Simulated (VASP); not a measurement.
Write the native input for VASP 6.6.1 that does the following.

```yaml
Task: single point
Functional: PBE
Potentials_or_basis: VASP PAW PBE potentials, release 64 (Ga_d, P)
Cutoff: 520 eV
k_mesh: 8 × 8 × 8
Occupations: fermi-dirac, width 0.02 eV
Spin: no spin polarisation
Dipole_correction: no
Further_INCAR_settings: ALGO = Normal; EDIFF = 1e-06; NBANDS = 16
```

The structure of GaP lies in POSCAR:

```
GaP
1.0
    0.0000000000      2.6436373088      2.7943627968
    2.6436373088      0.0000000000      2.7943627968
    2.6436373088      2.6436373088      0.0000000000
Ga P
1 1
Direct
    0.0000000000      0.0000000000      0.0000000000
    0.2500000000      0.2500000000      0.2500000000
```

This cell differs from its parent crystal: epitaxial xy strain -3.0%.

The input as run:

INCAR

```
  PREC = Accurate
  ENCUT = 520
  EDIFF = 1E-6
  ISMEAR = -1
  SIGMA = 0.02
  LREAL = False
  LASPH = True
  NELM = 80
  ALGO = Normal
  ISIF = 2
  LWAVE = False
  LCHARG = False
  GGA = PE
  NBANDS = 16
```

KPOINTS

```
Automatic mesh
0
Gamma
  8 8 8
```

Potentials or basis: VASP PAW PBE potentials, release 64 (Ga_d, P).

Run with:

```bash
$ cat potpaw_PBE.64/Ga_d/POTCAR potpaw_PBE.64/P/POTCAR > POTCAR
$ mpirun -np 1 vasp_std > vasp.out
```

It gave:

| Item | Value |
| --- | --- |
| Pressure | 5.7 GPa |
| Band gap on the k mesh | 1.31 eV, indirect (least direct gap 1.98 eV) |

Caveat: the cell differs from its parent crystal (epitaxial xy strain -3.0%).

Run time: 22 s on 1 thread of AMD EPYC 9R45 96-Core Processor (Zen 5) (shared host), peak memory 0.15 GiB.
